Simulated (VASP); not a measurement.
Wanted: the native input for a VASP 6.6.1 run.

| Property | Result |
| --- | --- |
| Task | single point |
| Functional | r2SCANh |
| Potentials or basis | VASP PAW PBE potentials, release 64 (Sn_d, O) |
| Cutoff | 520 eV |
| k mesh | 5 × 5 × 5 |
| Occupations | fermi-dirac, width 0.05 eV |
| Spin | no spin polarisation |
| Dipole correction | no |
| Grid for exact exchange (PRECFOCK) | Normal |
| Further INCAR settings | ALGO = Normal; EDIFF = 1e-06; NBANDS = 20 |

Crystal: SnO2.

```
Sn O
1.0
     0.00000    2.57415    2.57415
     2.57415    0.00000    2.57415
     2.57415    2.57415    0.00000
Sn O
1 2
Cartesian
  0.0000 0.0000 0.0000
  3.8612 3.8612 3.8612
  1.2871 1.2871 1.2871
```

These files were run (other wordings do the same):

POSCAR

```
SnO2
1.0
    0.0000000000      2.5741500000      2.5741500000
    2.5741500000      0.0000000000      2.5741500000
    2.5741500000      2.5741500000      0.0000000000
Sn O
1 2
Direct
    0.0000000000      0.0000000000      0.0000000000
    0.7500000000      0.7500000000      0.7500000000
    0.2500000000      0.2500000000      0.2500000000
```

INCAR.step1

```
PREC = Accurate
ENCUT = 520
EDIFF = 1E-5
ISMEAR = -1
SIGMA = 0.05
LREAL = False
LASPH = True
NELM = 100
ALGO = Normal
ISIF = 2
LWAVE = True
LCHARG = False
NBANDS = 20
GGA = PE
```

INCAR.step2

```
PREC = Accurate
ENCUT = 520
EDIFF = 1E-6
ISMEAR = -1
SIGMA = 0.05
LREAL = False
LASPH = True
NELM = 100
ALGO = Normal
ISIF = 2
LWAVE = False
LCHARG = False
METAGGA = R2SCAN
LHFCALC = True
AEXX = 0.1
LMIXTAU = True
PRECFOCK = Normal
NBANDS = 20
ISTART = 1
```

KPOINTS

```
regular mesh
0
Gamma
  5 5 5
```

Potentials or basis: VASP PAW PBE potentials, release 64 (Sn_d, O).

Run with:

```console
$ cat potpaw_PBE.64/Sn_d/POTCAR potpaw_PBE.64/O/POTCAR > POTCAR
$ cp INCAR.step1 INCAR
$ mpirun -np 1 vasp_std > vasp.out
$ cp INCAR.step2 INCAR
$ mpirun -np 1 vasp_std > vasp.out
```

It gave:

```json
{"Pressure": "-12.0 GPa", "Band gap on the k mesh": "1.24 eV, indirect (least direct gap 2.47 eV)"}
```

Caveat: the k points lie up to 0.42 Å⁻¹ apart; the PAW data sets were made with another functional, which shifts forces and pressure a little; spin-orbit coupling is left out, which moves the levels of the heavy elements.

Run time: 20 min on 1 thread of Intel(R) Xeon(R) Platinum 8559C (Emerald Rapids) (shared host), peak memory 0.19 GiB.
